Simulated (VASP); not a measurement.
Set up this calculation in VASP 6.6.1, as the native input.

```yaml
Task: single point
Functional: PBE
Potentials_or_basis: VASP PAW PBE potentials, release 64 (Al)
Cutoff: 520 eV
k_mesh: 18 × 18 × 18
Occupations: fermi-dirac, width 0.05 eV
Spin: no spin polarisation
Dipole_correction: no
Further_INCAR_settings: ALGO = Normal; EDIFF = 1e-06; NBANDS = 8
```

The structure of Al lies in POSCAR:

```
Al
1.0
    0.0000000000      2.0206724462      2.0206724462
    2.0206724462      0.0000000000      2.0206724462
    2.0206724462      2.0206724462      0.0000000000
Al
1
Direct
    0.0000000000      0.0000000000      0.0000000000
```

These files were run (other wordings do the same):

INCAR

```
SYSTEM = Al
ALGO     = Normal         ! electronic algorithm
EDIFF    = 1E-6           ! SCF threshold, eV
ENCUT    = 520            ! plane-wave cutoff, eV
GGA      = PE             ! functional
ISIF     = 2              ! what is computed and relaxed
ISMEAR   = -1             ! smearing method
LASPH    = .True.         ! aspherical terms in the spheres
LCHARG   = .False.        ! write CHGCAR
LREAL    = .False.        ! projectors in reciprocal space
LWAVE    = .False.        ! write WAVECAR
NBANDS   = 8              ! bands
NELM     = 60             ! most SCF steps
PREC     = Accurate       ! precision mode
SIGMA    = 0.05           ! smearing width, eV
```

KPOINTS

```
k-points
0
Gamma
  18 18 18
  0 0 0
```

Potentials or basis: VASP PAW PBE potentials, release 64 (Al).

Command:

```bash
$ cat potpaw_PBE.64/Al/POTCAR > POTCAR
$ mpirun -np 1 vasp_std > vasp.out
```

It gave:

* Pressure: 0.0 GPa

Wall time 25 s on 1 thread of AMD EPYC 7R43 64-Core Processor (Zen 3) (shared host), peak memory 0.11 GiB.
